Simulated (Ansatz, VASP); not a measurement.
**One calculation of PbO, two programs**

```xyz
4
Lattice="3.9744 0.0000 0.0000 0.0000 3.9744 0.0000 0.0000 0.0000 5.0220" Properties=species:S:1:pos:R:3 pbc="T T T"
Pb    0.0000    1.9872    1.1807
Pb    1.9872    0.0000    3.8413
O     0.0000    0.0000    0.0750
O     1.9872    1.9872    0.0750
```

Change from the starting cell: all O atoms moved +0.075 Å, as atom 3 along Cartesian [0 0 1].

Alike in both runs: task single point; functional PBEsol; k mesh 8 × 8 × 6; occupations gaussian, width 0.05 eV; no spin polarisation.

|  | VASP | Ansatz |
| --- | --- | --- |
| version | VASP 6.6.1 | Ansatz 0.2.0 |
| potentials or method | VASP PAW PBE potentials, release 64 (Pb_d, O), cutoff 520 eV | scalar-relativistic, plane waves, PAW |
| valence electrons in the cell | 40 | 40 |

|  | VASP | Ansatz | Ansatz less VASP |
| --- | --- | --- | --- |
| gap on the k mesh at the Fermi level (eV) | 1.17 | 1.16 | -0.007 |
| least direct gap on the mesh (eV) | 2.20 | 2.20 | -0.001 |
| pressure (GPa) | 1.1 | 1.1 | -0.09 |
| traceless stress, the component that is largest in VASP (GPa) | -0.34 | -0.32 | +0.016 |
| rms of the force components (eV/Å) | 0.372 | 0.366 | -0.0065 |

VASP's potentials were made for PBE, not for PBEsol. Atom by atom the forces differ by 0.019 eV/Å (rms over components).

Neither program's run includes spin-orbit coupling.
